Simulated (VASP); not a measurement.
TiN (rocksalt type), 2 atoms in the cell. The structure is cubic, space group Fm-3m (No. 225). Conventional cell: a = 4.172 Å, b = 4.172 Å, c = 4.172 Å, α = 90.00°, β = 90.00°, γ = 90.00°. Ti (site symmetry m-3m) has 6 N at 2.09 Å within 2.8 Å. N (site symmetry m-3m) has 6 Ti at 2.09 Å within 2.8 Å. 

| Item | Value |
| --- | --- |
| Program | VASP 6.6.1 |
| Task | single point |
| Functional | LDA |
| Potentials or basis | VASP PAW LDA potentials, release 64 (Ti_sv, N) |
| Cutoff | 520 eV |
| k mesh | 17 × 17 × 17 |
| Occupations | fermi-dirac, width 0.08 eV |
| Spin | no spin polarisation |
| Dipole correction | no |
| Further INCAR settings | ALGO = Normal; EDIFF = 1e-06; NBANDS = 16 |

Potentials or basis: VASP PAW LDA potentials, release 64 (Ti_sv, N).

Run with:

```bash
$ cat potpaw_LDA.64/Ti_sv/POTCAR potpaw_LDA.64/N/POTCAR > POTCAR
$ mpirun -np 1 vasp_std > vasp.out
```

Hardware: 1 thread of Intel(R) Xeon(R) Platinum 8488C (Sapphire Rapids) (shared host).

Task: Estimate the wall time of this run.

Result: It took 28 s on 1 thread of Intel(R) Xeon(R) Platinum 8488C (Sapphire Rapids), with other jobs on the host, peak memory 0.16 GiB. Counts: scf iterations 15, k points 165.
